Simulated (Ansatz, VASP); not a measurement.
## Ge in VASP and in Ansatz

File INCAR:

```
ALGO = Normal ; EDIFF = 1E-6
ENCUT = 520 ; GGA = PE
ISIF = 2 ; ISMEAR = -1
LASPH = True ; LCHARG = False
LREAL = False ; LWAVE = False
NBANDS = 21 ; NELM = 100
PREC = Accurate ; SIGMA = 0.05
```

Contents of KPOINTS:

```
k-points
0
Gamma
  6 6 6
```

File POSCAR:

```
Ge
1.0
    0.0000000000      2.8859759802      2.8859759802
    2.8859759802      0.0000000000      2.8859759802
    2.8859759802      2.8859759802      0.0000000000
Ge
2
Direct
    0.5000000000      0.5000000000      0.5000000000
    0.7500000000      0.7500000000      0.7500000000
```

Input for Ansatz:

```yaml
crystal:
  lattice:
    - [0.0, 2.8859759802, 2.8859759802]
    - [2.8859759802, 0.0, 2.8859759802]
    - [2.8859759802, 2.8859759802, 0.0]
  atoms:
    - { symbol: Ge, position: [0.5, 0.5, 0.5] }
    - { symbol: Ge, position: [0.75, 0.75, 0.75] }
hamiltonian:
  xc: pbe
  pseudopotentials:
    kind: paw
    azcp:
      Ge: "pseudopotentials/Ge.paw.azcp"
basis:
  ecutwfc: 420
  fft_grid_basis: typed
kpoints:
  mp_grid: { grid: [6, 6, 6], shift: [0, 0, 0] }
magnetization:
  spin_polarized: false
scf:
  occupations: { method: fermi_dirac, width: 0.05 }
  lower_state_search: "off"
output:
  stress: true
  write_density: true
  write_potential: true
  elf: true
  volumetric_format: npy
```

Alike in both runs: task single point; functional PBE; k mesh 6 × 6 × 6; occupations fermi-dirac, width 0.05 eV; no spin polarisation.

|  | VASP | Ansatz |
| --- | --- | --- |
| version | VASP 6.6.1 | Ansatz 0.2.0 |
| potentials or method | VASP PAW PBE potentials, release 64 (Ge_d), cutoff 520 eV | plane waves (420 eV) with PAW, scalar-relativistic |
| valence electrons in the cell | 28 | 28 |

Ansatz gave:

* pressure (GPa): -0.2

Q: Estimate VASP's values.

A: Pressure (GPa): -0.3.
